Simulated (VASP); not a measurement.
Input of a VASP 6.6.1 run:

The input INCAR:

```
  PREC = Accurate
  ENCUT = 520
  EDIFF = 1E-7
  ISMEAR = 1
  SIGMA = 0.0549
  LREAL = Auto
  LASPH = T
  NELM = 60
  ALGO = Normal
  ISIF = 2
  LWAVE = F
  LCHARG = T
  GGA = CA
  LELF = T
  LVHAR = T
  NBANDS = 100
```

KPOINTS

```
Automatic mesh
0
Gamma
  4 5 4
```

POSCAR

```
LuCdB2
1.0
    6.1876310000      0.0000000000      0.0000000000
    0.0000000000      5.5698260000      0.0000000000
    0.0000000000      0.0000000000      6.6935910000
Lu Cd B
4 4 8
Direct
    0.0105000000      0.2500000000      0.1648000000
    0.4895000000      0.7500000000      0.6648000000
    0.5105000000      0.2500000000      0.3352000000
    0.9895000000      0.7500000000      0.8352000000
    0.1816000000      0.2500000000      0.6824000000
    0.3184000000      0.7500000000      0.1824000000
    0.6816000000      0.2500000000      0.8176000000
    0.8184000000      0.7500000000      0.3176000000
    0.3580000000      0.0840000000      0.9640000000
    0.1420000000      0.9160000000      0.4640000000
    0.8580000000      0.4160000000      0.5360000000
    0.6420000000      0.5840000000      0.0360000000
    0.6420000000      0.9160000000      0.0360000000
    0.8580000000      0.0840000000      0.5360000000
    0.1420000000      0.5840000000      0.4640000000
    0.3580000000      0.4160000000      0.9640000000
```

Potentials or basis: VASP PAW PBE potentials, release 64 (Lu, Cd, B).

The run is started by

```sh
$ cat potpaw_PBE.64/Lu/POTCAR potpaw_PBE.64/Cd/POTCAR potpaw_PBE.64/B/POTCAR > POTCAR
$ mpirun -np 1 vasp_std > vasp.out
```

Q: Predict the largest force.

A: 1.041 eV/Å.

Q: What does it give for the pressure?

A: -9.6 GPa.

Q: What does it give for the band gap on the k mesh?

A: Zero (bands 86 and 87 overlap by 0.44 eV).

Stress tensor (GPa, compression positive):
```
 -8.51   0.00   0.00
  0.00 -14.89   0.00
  0.00   0.00  -5.43
```

Caveat: the stress differs along the axes, from -15 to -5 GPa; the PAW data sets were made with another functional, which shifts forces and pressure a little; spin-orbit coupling is left out, which moves the levels of the heavy elements.
